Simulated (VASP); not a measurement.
Wanted: the native input for a VASP 6.6.1 run.

```yaml
Task: single point
Functional: LDA
Potentials_or_basis: VASP PAW LDA potentials, release 64 (C_h)
Cutoff: 1300 eV
k_mesh: 13 × 13 × 7
Occupations: fermi-dirac, width 0.05 eV
Spin: no spin polarisation
Dipole_correction: no
Further_INCAR_settings: ALGO = Normal; EDIFF = 1e-06; NBANDS = 16
```

The structure of C lies in POSCAR:

```
C
1.0
    2.4497381997      0.0000000000      0.0000000000
   -1.2248690999      2.1215355136      0.0000000000
    0.0000000000      0.0000000000      4.0803854456
C
4
Direct
    0.3333333333      0.6666666667      0.0628291463
    0.6666666667      0.3333333333      0.5628291463
    0.3333333333      0.6666666667      0.4371708537
    0.6666666667      0.3333333333      0.9371708537
```

The input as run:

INCAR

```
PREC = Accurate ; ENCUT = 1300
EDIFF = 1E-6 ; ISMEAR = -1
SIGMA = 0.05 ; LREAL = F
LASPH = T ; NELM = 120
ALGO = Normal ; ISIF = 2
LWAVE = F ; LCHARG = F
NBANDS = 16 ; GGA_COMPAT = F
```

KPOINTS

```
Automatic mesh
0
Gamma
  13 13 7
```

Potentials or basis: VASP PAW LDA potentials, release 64 (C_h).

Launch:

```sh
$ cat potpaw_LDA.64/C_h/POTCAR > POTCAR
$ mpirun -np 1 vasp_std > vasp.out
```

It gave:

```yaml
Pressure: 21.6 GPa
Largest_force: 0.053 eV/Å
Band_gap_on_the_k_mesh: 3.01 eV (least direct gap 5.04 eV)
```

Caveat: the cell stands under pressure.

Run time: 34 s on 1 thread of AMD EPYC 9R45 96-Core Processor (Zen 5) (shared host), peak memory 0.18 GiB.
